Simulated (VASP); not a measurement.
Write the native input for VASP 6.6.1 that does the following.

```
Task                   : single point
Functional             : PBE
Potentials or basis    : VASP PAW PBE potentials, release 64 (Sn_d, Se)
Cutoff                 : 520 eV
k mesh                 : 12 × 12 × 12
Occupations            : gaussian, width 0.15 eV
Spin                   : no spin polarisation
Dipole correction      : no
Further INCAR settings : ALGO = Normal; EDIFF = 1e-06; NBANDS = 32
```

The structure of Sn3Se lies in POSCAR:

```
Sn3Se
1.0
    4.7527271798      0.0000000000      0.0000000000
    0.0000000000      4.7527271798      0.0000000000
    0.0000000000      0.0000000000      4.7527271798
Sn Se
3 1
Direct
    0.0000000000      0.5000000000      0.5000000000
    0.5000000000      0.0000000000      0.5000000000
    0.5000000000      0.5000000000      0.0000000000
    0.0000000000      0.0000000000      0.0000000000
```

One way to write it, as run:

INCAR

```
SYSTEM = Sn3Se
PREC = Accurate
ENCUT = 520
EDIFF = 1E-6
ISMEAR = 0
SIGMA = 0.15
LREAL = .FALSE.
LASPH = .TRUE.
NELM = 80
ALGO = Normal
ISIF = 2
LWAVE = .FALSE.
LCHARG = .FALSE.
GGA = PE
NBANDS = 32
```

KPOINTS

```
Automatic mesh
0
G
  12 12 12
  0 0 0
```

Potentials or basis: VASP PAW PBE potentials, release 64 (Sn_d, Se).

Command:

```sh
$ cat potpaw_PBE.64/Sn_d/POTCAR potpaw_PBE.64/Se/POTCAR > POTCAR
$ mpirun -np 1 vasp_std > vasp.out
```

Results of the run:

| Property | Result |
| --- | --- |
| Pressure | -0.1 GPa |
| Band gap on the k mesh | zero (band 24 reaches 9.12 eV, above the bottom of band 25 at 6.71 eV) |

Caveat: spin-orbit coupling is left out, which moves the levels of the heavy elements.

Wall time 5.4 min on 1 thread of Intel Xeon 8259CL (shared host), peak memory 0.37 GiB.
